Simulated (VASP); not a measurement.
# HfMo3 (Pm-3m) in VASP: further runs

The runs below take HfMo3 through single point, relaxation of cell and atoms, with PBE.

All numbers are computed with VASP 6.6.1; they aren't measurements. Logs are shortened: lines on timing, memory, paths and dates and some standing lists are left out, and cuts for length are marked.

**1. The cell of the first run**

It takes space group Pm-3m (No. 221, cubic). The conventional cell has a = 4.116 Å, b = 4.116 Å, c = 4.116 Å, α = 90.00°, β = 90.00°, γ = 90.00°. Hf (site symmetry m-3m) has 12 Mo at 2.91 Å within 3.8 Å. Mo (site symmetry 4/mmm) has 4 Hf at 2.91 Å and 8 Mo at 2.91 Å within 3.8 Å.

**2. Single point, PBE**

INCAR

```
SYSTEM = HfMo3
ALGO = Fast
EDIFF = 1E-6
ENCUT = 520
GGA = PE
ISIF = 2
ISMEAR = 0
LASPH = .True.
LCHARG = .False.
LREAL = .False.
LWAVE = .False.
NBANDS = 34
NELM = 100
PREC = Accurate
SIGMA = 0.1
```

KPOINTS

```
k-points
0
Gamma
  12 12 12
  0 0 0
```

POSCAR

```
HfMo3
1.0
    4.1161713406      0.0000000000      0.0000000000
    0.0000000000      4.1161713406      0.0000000000
    0.0000000000      0.0000000000      4.1161713406
Hf Mo
1 3
Direct
    0.0000000000      0.0000000000      0.0000000000
    0.0000000000      0.5000000000      0.5000000000
    0.5000000000      0.0000000000      0.5000000000
    0.5000000000      0.5000000000      0.0000000000
```

Potentials or basis: VASP PAW PBE potentials, release 64 (Hf_pv, Mo_sv).

Started as:

```bash
cat potpaw_PBE.64/Hf_pv/POTCAR potpaw_PBE.64/Mo_sv/POTCAR > POTCAR
mpirun -np 1 vasp_std > vasp.out
```

OUTCAR:

```text
SYSTEM = HfMo3
   EDIFF = 1E-6
   ENCUT = 520
   GGA = PE
   ISIF = 2
   ISMEAR = 0
   LASPH = .True.
   LREAL = .False.
   NELM = 100
   PREC = Accurate

 ion  position               nearest neighbor table
   1  0.000  0.000  0.000-   2 2.91   3 2.91   4 2.91   2 2.91   3 2.91   2 2.91   4 2.91   2 2.91
                             3 2.91   4 2.91   3 2.91   4 2.91
   2  0.000  0.500  0.500-   1 2.91   3 2.91   4 2.91   1 2.91   4 2.91   1 2.91   3 2.91   1 2.91
                             3 2.91   4 2.91   4 2.91   3 2.91
   3  0.500  0.000  0.500-   1 2.91   2 2.91   4 2.91   1 2.91   4 2.91   2 2.91   4 2.91   4 2.91
                             1 2.91   2 2.91   1 2.91   2 2.91
   4  0.500  0.500  0.000-   1 2.91   2 2.91   3 2.91   2 2.91   3 2.91   1 2.91   3 2.91   3 2.91
                             1 2.91   2 2.91   2 2.91   1 2.91

  LATTYP: Found a simple cubic cell.
 ALAT       =     4.1161713406

  Lattice vectors:

 A1 = (   4.1161713406,   0.0000000000,   0.0000000000)
 A2 = (   0.0000000000,   4.1161713406,   0.0000000000)
 A3 = (   0.0000000000,   0.0000000000,   4.1161713406)

Analysis of symmetry for initial positions (statically):
=====================================================================
 Subroutine PRICEL returns:
 Original cell was already a primitive cell.

 Routine SETGRP: Setting up the symmetry group for a
 simple cubic supercell.

 Subroutine GETGRP returns: Found 48 space group operations
 (whereof 48 operations were pure point group operations)
 out of a pool of 48 trial point group operations.

The static configuration has the point symmetry O_h .

Analysis of symmetry for dynamics (positions and initial velocities):
=====================================================================
 Subroutine PRICEL returns:
 Original cell was already a primitive cell.

 Routine SETGRP: Setting up the symmetry group for a
 simple cubic supercell.

 Subroutine GETGRP returns: Found 48 space group operations
 (whereof 48 operations were pure point group operations)
 out of a pool of 48 trial point group operations.

The dynamic configuration has the point symmetry O_h .

 Subroutine INISYM returns: Found 48 space group operations
 (whereof 48 operations are pure point group operations),
 and found     1 'primitive' translations

----------------------------------------------------------------------------------------

                                     Primitive cell

  volume of cell :      69.7397

  direct lattice vectors                    reciprocal lattice vectors
     4.116171341  0.000000000  0.000000000     0.242944211  0.000000000  0.000000000
     0.000000000  4.116171341  0.000000000     0.000000000  0.242944211  0.000000000
     0.000000000  0.000000000  4.116171341     0.000000000  0.000000000  0.242944211

  length of vectors
     4.116171341  4.116171341  4.116171341     0.242944211  0.242944211  0.242944211

  position of ions in fractional coordinates (direct lattice)
     0.000000000  0.000000000  0.000000000
     0.000000000  0.500000000  0.500000000
     0.500000000  0.000000000  0.500000000
     0.500000000  0.500000000  0.000000000

  ion indices of the primitive-cell ions
   primitive index   ion index
                 1           1
                 2           2
                 3           3
                 4           4

----------------------------------------------------------------------------------------

 KPOINTS: k-points

Automatic generation of k-mesh.
 Grid dimensions read from file:
 generate k-points for:   12   12   12

 Generating k-lattice:

  Cartesian coordinates                     Fractional coordinates (reciprocal lattice)
     0.020245351  0.000000000  0.000000000     0.083333333  0.000000000  0.000000000
     0.000000000  0.020245351  0.000000000     0.000000000  0.083333333  0.000000000
     0.000000000  0.000000000  0.020245351     0.000000000  0.000000000  0.083333333

  Length of vectors
     0.020245351  0.020245351  0.020245351

  Shift w.r.t. Gamma in fractional coordinates (k-lattice)
     0.000000000  0.000000000  0.000000000

 Subroutine IBZKPT returns following result:
 ===========================================

 Found     84 irreducible k-points:

 Following reciprocal coordinates:
            Coordinates               Weight
  0.000000  0.000000  0.000000      1.000000
  0.083333  0.000000  0.000000      6.000000
  0.166667  0.000000  0.000000      6.000000
  0.250000  0.000000  0.000000      6.000000
  0.333333  0.000000  0.000000      6.000000
  0.416667  0.000000  0.000000      6.000000
[... 16 lines left out ...]
  0.333333  0.333333  0.000000     12.000000
  0.416667  0.333333  0.000000     24.000000
 [... further k-points ...]
   k-points           NKPTS =     84   k-points in BZ     NKDIM =     84   number of bands    NBANDS=     34
   number of dos      NEDOS =    301   number of ions     NIONS =      4
   total plane-waves  NPLWV =  32768
   dimension x,y,z NGX =    32 NGY =   32 NGZ =   32
   dimension x,y,z NGXF=    64 NGYF=   64 NGZF=   64
   ions per type =               1   3
   NGX,Y,Z   is equivalent  to a cutoff of  12.92, 12.92, 12.92 a.u.
   NGXF,Y,Z  is equivalent  to a cutoff of  25.85, 25.85, 25.85 a.u.
 SYSTEM =  HfMo3
   PREC   = accura    normal or accurate (medium, high low for compatibility)
   ISTART =      0    job   : 0-new  1-cont  2-samecut
   ICHARG =      2    charge: 1-file 2-atom 10-const
   ISPIN  =      1    spin polarized calculation?
   LNONCOLLINEAR =      F non collinear calculations
   LSORBIT =      F    spin-orbit coupling
   LASPH  =      T    aspherical Exc in radial PAW
   ENCUT  =  520.0 eV  38.22 Ry    6.18 a.u.   7.65  7.65  7.65*2*pi/ulx,y,z
   NELM   =    100;   NELMIN=  2; NELMDL= -5     # of ELM steps
   EDIFF  = 0.1E-05   stopping-criterion for ELM
   LREAL  =      F    real-space projection
   EDIFFG = 0.1E-04   stopping-criterion for IOM
   NSW    =      0    number of steps for IOM
   IBRION =     -1    ionic relax: 0-MD 1-quasi-New 2-CG
   NFREE  =      0    steps in history (QN), initial steepest desc. (CG)
   ISIF   =      2    stress and relaxation
   ISYM   =      2    0-nonsym 1-usesym 2-fastsym
   POTIM  = 0.5000    time-step for ionic-motion
   TEBEG  =    0.0;   TEEND  =   0.0 temperature during run
   PSTRESS=    0.0 pullay stress
   NELECT =      52.0000    total number of electrons
   NUPDOWN=      -1.0000    fix difference up-down
   EMIN   =  10.00;   EMAX   =-10.00  energy-range for DOS
   EFERMI =   0.00;   METHOD = LEGACY
   ISMEAR =     0;   SIGMA  =   0.10  broadening in eV -4-tet -1-fermi 0-gaus
   EFERMI_NEDOS =   21; number of points for ismear=-14 and -15
   IALGO  =     68    algorithm
   IMIX   =      4    mixing-type and parameters
     AMIX     =   0.40;   BMIX     =  1.00
     AMIX_MAG =   1.60;   BMIX_MAG =  1.00
  volume/ion in A,a.u.               =      17.43       117.66
  Fermi-wavevector in a.u.,A,eV,Ry     =   1.484508  2.805313 29.984024  2.203764
  Thomas-Fermi vector in A             =   2.598036
   LORBIT       =      0    0 simple, 1 ext, 2 COOP (PROOUT), +10 PAW based schemes
   GGA     = PE    functional components
   LHFCALC =     F    Hartree Fock is set to
   AEXX    =    0.0000 exact exchange contribution
   IVDW    =     0    specifies the selected vdW correction
   LEPSILON=     F    determine dielectric tensor
   LRPA    =     F    only Hartree local field effects (RPA)
 non-spin polarized calculation
 RMM-DIIS sequential band-by-band and
 Gauss-broadening in eV      SIGMA  =   0.10
  energy-cutoff  :      520.00
  volume of cell :       69.74
 maximum number of plane-waves:      1924
 NGX is ok and might be reduce to    32
   NGX = 15   NGY = 15   NGZ = 15

 number of electron      51.9999988 magnetization

 Free energy of the ion-electron system (eV)
  ---------------------------------------------------
  ext. energy  EPLUGINS =         0.00000000
  ---------------------------------------------------
  free energy    TOTEN  =       -41.02457379 eV

  energy without entropy =      -40.98480410  energy(sigma->0) =      -41.00468895

 E-fermi :   9.6053     XC(G=0): -12.6882

 val. band max:        9.6051975908   @ k =   0.1667   0.1667   0.0000
 cond. band min:       9.6078099338   @ k =   0.4167   0.3333   0.3333
 fundamental gap:      0.0026123430
 Fermi energy:         9.6052608075

 k-point     1 :       0.0000    0.0000    0.0000
  band No.  band energies     occupation
      1     -51.0492      2.00000
      2     -50.8898      2.00000
      3     -50.8898      2.00000
      4     -25.4212      2.00000
      5     -25.4212      2.00000
      6     -25.4212      2.00000
[... 26 lines left out ...]
     33      13.6766      0.00000
     34      13.6773      0.00000

 k-point     2 :       0.0833    0.0000    0.0000
  band No.  band energies     occupation
      1     -51.0469      2.00000
      2     -50.8923      2.00000
      3     -50.8898      2.00000
      4     -25.4140      2.00000
      5     -25.4140      2.00000
      6     -25.4099      2.00000
[... 26 lines left out ...]
     33      14.1123      0.00000
     34      14.1132      0.00000

 k-point     3 :       0.1667    0.0000    0.0000
  band No.  band energies     occupation
      1     -51.0400      2.00000
      2     -50.8993      2.00000
      3     -50.8897      2.00000
      4     -25.3932      2.00000
      5     -25.3932      2.00000
      6     -25.3770      2.00000
[... 26 lines left out ...]
     33      14.0998      0.00000
     34      14.1229      0.00000
[... 704 lines left out ...]
 k-point    23 :       0.3333    0.3333    0.0000
  band No.  band energies     occupation
      1     -50.9880      2.00000
      2     -50.9296      2.00000
      3     -50.9111      2.00000
      4     -25.3617      2.00000
      5     -25.2328      2.00000
      6     -25.2209      2.00000
[... 26 lines left out ...]
     33      13.3215      0.00000
     34      13.4803      0.00000

 k-point    24 :       0.4167    0.3333    0.0000
  band No.  band energies     occupation
      1     -50.9762      2.00000
      2     -50.9374      2.00000
      3     -50.9150      2.00000
      4     -25.3467      2.00000
      5     -25.2798      2.00000
      6     -25.1803      2.00000
[... 26 lines left out ...]
     33      13.1097      0.00000
     34      13.2217      0.00000

 [... further k-points ...]
[... 5 lines left out ...]
  --------------------------------------------------------------------------------------
  -------------------------------------------------------------------------------------
  Total       -0.0411482     -0.0411482     -0.0411482     -0.0000000     -0.0000000      0.0000000
  in kB       -0.9453243     -0.9453243     -0.9453243     -0.0000000     -0.0000000      0.0000000
  external PRESSURE =      -0.9453243 kB  Pullay stress =       0.0000000 kB

 VOLUME and BASIS-vectors are now :
 -----------------------------------------------------------------------------
  energy-cutoff  :      520.00
  volume of cell :       69.74
      direct lattice vectors                 reciprocal lattice vectors
     4.116171341  0.000000000  0.000000000     0.242944211  0.000000000  0.000000000
     0.000000000  4.116171341  0.000000000     0.000000000  0.242944211  0.000000000
     0.000000000  0.000000000  4.116171341     0.000000000  0.000000000  0.242944211

 POSITION                                       TOTAL-FORCE (eV/Angst)
 -----------------------------------------------------------------------------------
      0.00000      0.00000      0.00000         0.000000      0.000000      0.000000
      0.00000      2.05809      2.05809         0.000000      0.000000      0.000000
      2.05809      0.00000      2.05809         0.000000      0.000000      0.000000
      2.05809      2.05809      0.00000         0.000000      0.000000      0.000000
 -----------------------------------------------------------------------------------
    total drift:                                0.000000     -0.000000     -0.000000

  FREE ENERGIE OF THE ION-ELECTRON SYSTEM (eV)
  ---------------------------------------------------
  free  energy   TOTEN  =       -41.0245737907 eV

  energy  without entropy=      -40.9848041033  energy(sigma->0) =      -41.00468895
```

Run time: 67 s. Hardware: 1 thread of Intel Xeon 6975P-C (Granite Rapids), shared host; peak memory 0.29 GiB.

Results:

```yaml
Free_energy: -41.0246 eV
Pressure: -0.1 GPa
Band_gap_on_the_k_mesh: zero (bands 26 and 27 overlap by 2.83 eV)
```

Caveat: spin-orbit coupling is left out, which moves the levels of the heavy elements.

**3. Relaxation of cell and atoms, PBE**

This run uses another cell than the first one, of 17.48 Å³/atom.

INCAR

```
SYSTEM = HfMo3
PREC = Accurate
ENCUT = 600
EDIFF = 1E-6
ISMEAR = 0
SIGMA = 0.1
LREAL = .False.
LASPH = .True.
NELM = 60
ALGO = Fast
ISIF = 3
LWAVE = .False.
LCHARG = .False.
GGA = PE
IBRION = 2
NSW = 100
EDIFFG = -0.01
```

KPOINTS

```
Automatic mesh
0
Gamma
  12 12 12
  0 0 0
```

POSCAR

```
HfMo3
1.0
    4.1193310137      0.0000000000      0.0000000000
    0.0000000000      4.1193310137      0.0000000000
    0.0000000000      0.0000000000      4.1193310137
Hf Mo
1 3
Direct
    0.0000000000      0.0000000000      0.0000000000
    0.0000000000      0.5000000000      0.5000000000
    0.5000000000      0.0000000000      0.5000000000
    0.5000000000      0.5000000000      0.0000000000
```

Potentials or basis: VASP PAW PBE potentials, release 64 (Hf_pv, Mo_sv).

Started as:

```bash
cat potpaw_PBE.64/Hf_pv/POTCAR potpaw_PBE.64/Mo_sv/POTCAR > POTCAR
mpirun -np 1 vasp_std > vasp.out
```

OUTCAR:

```text
SYSTEM = HfMo3
   PREC = Accurate
   ENCUT = 600
   EDIFF = 1E-6
   ISMEAR = 0
   LREAL = .False.
   LASPH = .True.
   NELM = 60
   ISIF = 3
   GGA = PE
   IBRION = 2
   NSW = 100
   EDIFFG = -0.01

 ion  position               nearest neighbor table
   1  0.000  0.000  0.000-   2 2.91   3 2.91   4 2.91   2 2.91   3 2.91   2 2.91   4 2.91   2 2.91
                             3 2.91   4 2.91   3 2.91   4 2.91
   2  0.000  0.500  0.500-   1 2.91   3 2.91   4 2.91   1 2.91   4 2.91   1 2.91   3 2.91   1 2.91
                             3 2.91   4 2.91   4 2.91   3 2.91
   3  0.500  0.000  0.500-   1 2.91   2 2.91   4 2.91   1 2.91   4 2.91   2 2.91   4 2.91   4 2.91
                             1 2.91   2 2.91   1 2.91   2 2.91
   4  0.500  0.500  0.000-   1 2.91   2 2.91   3 2.91   2 2.91   3 2.91   1 2.91   3 2.91   3 2.91
                             1 2.91   2 2.91   2 2.91   1 2.91

  LATTYP: Found a simple cubic cell.
 ALAT       =     4.1193310137

  Lattice vectors:

 A1 = (   4.1193310137,   0.0000000000,   0.0000000000)
 A2 = (   0.0000000000,   4.1193310137,   0.0000000000)
 A3 = (   0.0000000000,   0.0000000000,   4.1193310137)

Analysis of symmetry for initial positions (statically):
[... 183 lines left out ...]

  FORCE on cell =-STRESS in cart. coord.  units (eV):
  Direction    XX          YY          ZZ          XY          YZ          ZX
  --------------------------------------------------------------------------------------
  -------------------------------------------------------------------------------------
  Total       -0.2732740     -0.2732740     -0.2732740      0.0000000     -0.0000000      0.0000000
  in kB       -6.2636694     -6.2636694     -6.2636694      0.0000000     -0.0000000      0.0000000
  external PRESSURE =      -6.2636694 kB  Pullay stress =       0.0000000 kB
[... 63 lines left out ...]
--------------------------------------- Ionic step        3  -------------------------------------------

 number of electron      51.9999995 magnetization

 Free energy of the ion-electron system (eV)
  ---------------------------------------------------
  ext. energy  EPLUGINS =         0.00000000
  ---------------------------------------------------
  free energy    TOTEN  =       -41.02456811 eV

  energy without entropy =      -40.98483497  energy(sigma->0) =      -41.00470154

 E-fermi :   9.6153     XC(G=0): -12.6925

 val. band max:        9.6149126782   @ k =   0.1667   0.1667   0.0000
 cond. band min:       9.6184113775   @ k =   0.4167   0.3333   0.3333
 fundamental gap:      0.0034986993
 Fermi energy:         9.6153091744

 k-point     1 :       0.0000    0.0000    0.0000
  band No.  band energies     occupation
      1     -51.0388      2.00000
      2     -50.8788      2.00000
      3     -50.8788      2.00000
      4     -25.4121      2.00000
      5     -25.4121      2.00000
      6     -25.4121      2.00000
[... 805 lines left out ...]
     30      10.6601      0.00000
     31      11.0223      0.00000

 [... further k-points ...]
[... 5 lines left out ...]
  --------------------------------------------------------------------------------------
  -------------------------------------------------------------------------------------
  Total        0.0330376      0.0330376      0.0330376      0.0000000     -0.0000000      0.0000000
  in kB        0.7596243      0.7596243      0.7596243      0.0000000     -0.0000000      0.0000000
  external PRESSURE =       0.7596243 kB  Pullay stress =       0.0000000 kB
[... 19 lines left out ...]
  FREE ENERGIE OF THE ION-ELECTRON SYSTEM (eV)
  ---------------------------------------------------
  free  energy   TOTEN  =       -41.0245681108 eV

  energy  without entropy=      -40.9848349666  energy(sigma->0) =      -41.00470154

 reached required accuracy - stopping structural energy minimisation
```

OSZICAR:

```text
N       E                     dE             d eps       ncg     rms          rms(c)
DAV:   1     0.596103569904E+03    0.59610E+03   -0.34620E+04  5208   0.192E+03
DAV:   2    -0.206415455407E+02   -0.61675E+03   -0.60799E+03  5790   0.542E+02
DAV:   3    -0.427989136001E+02   -0.22157E+02   -0.21477E+02  7024   0.874E+01
[... 29 lines left out ...]
RMM:   4    -0.410245156407E+02    0.33273E-03   -0.20288E-03  5483   0.261E-01    0.141E-01
RMM:   5    -0.410245499288E+02   -0.34288E-04   -0.91651E-04  5866   0.185E-01    0.698E-02
RMM:   6    -0.410245654413E+02   -0.15512E-04   -0.15313E-04  5960   0.808E-02    0.345E-02
RMM:   7    -0.410245674061E+02   -0.19648E-05   -0.44818E-05  5906   0.435E-02    0.339E-02
RMM:   8    -0.410245681108E+02   -0.70468E-06   -0.98131E-06  4543   0.220E-02
   3 F= -.41024568E+02 E0= -.41004702E+02  d E =-.404657E-03
```

CONTCAR:

```text
HfMo3
   1.00000000000000
     4.1150340905766134    0.0000000000000000    0.0000000000000000
     0.0000000000000000    4.1150340905766134    0.0000000000000000
     0.0000000000000000   -0.0000000000000000    4.1150340905766134
  Hf              Mo
     1     3
Direct
     0.0000000000000000    0.0000000000000000    0.0000000000000000
     0.0000000000000000    0.5000000000000000    0.5000000000000000
     0.5000000000000000    0.0000000000000000    0.5000000000000000
     0.5000000000000000    0.5000000000000000    0.0000000000000000

  0.00000000E+00  0.00000000E+00  0.00000000E+00
  0.00000000E+00  0.00000000E+00  0.00000000E+00
  0.00000000E+00  0.00000000E+00  0.00000000E+00
  0.00000000E+00  0.00000000E+00  0.00000000E+00
```

It took 3.2 min on 1 thread of Intel Xeon 6975P-C (Granite Rapids), shared host; peak memory 0.36 GiB.

What came out:

* Free energy: -41.0246 eV
* Relaxed volume: 17.42 Å³/atom
* Relaxed cell: a = 4.115 Å, b = 4.115 Å, c = 4.115 Å, α = 90.00°, β = 90.00°, γ = 90.00°
* Space group after relaxing (to 0.1 Å): Pm-3m (No. 221)
* Energy gained by relaxing: 0.1 meV/atom
* Ionic steps: 3
* Pressure after relaxing: 0.1 GPa
* Band gap on the k mesh: zero (bands 26 and 27 overlap by 2.84 eV)

The path:
| step | energy change (eV) | largest force (eV/Å) | pressure (GPa) | volume (Å³) |
| --- | --- | --- | --- | --- |
| 1 | 0.0000 | 0.0000 | -0.63 | 69.90 |
| 2 | 0.0015 | 0.0000 | 1.32 | 69.21 |
| 3 | -0.0004 | 0.0000 | 0.08 | 69.68 |

Final structure:
```
Hf Mo
1.0
     4.11503    0.00000    0.00000
     0.00000    4.11503    0.00000
     0.00000    0.00000    4.11503
Hf Mo
1 3
Direct
  0.00000 0.00000 0.00000
  0.00000 0.50000 0.50000
  0.50000 0.00000 0.50000
  0.50000 0.50000 0.00000
```

Levels at points of the mesh, in eV from the Fermi level:
```
           k point  band 23  band 24  band 25  band 26  band 27  band 28  band 29  band 30
(0.00, 0.00, 0.00)    -0.28    -0.28    -0.28     2.11     2.11     3.49     3.67     3.67
(0.50, 0.00, 0.00)    -1.66    -1.30    -1.30    -0.02     0.38     1.04     1.04     1.05
(0.50, 0.50, 0.00)    -1.60    -1.34    -1.34    -1.26    -0.67     0.44     0.50     0.50
(0.50, 0.50, 0.50)    -0.41    -0.41    -0.41     0.05     0.05     1.19     1.40     1.40
```

Caveat: spin-orbit coupling is left out, which moves the levels of the heavy elements.
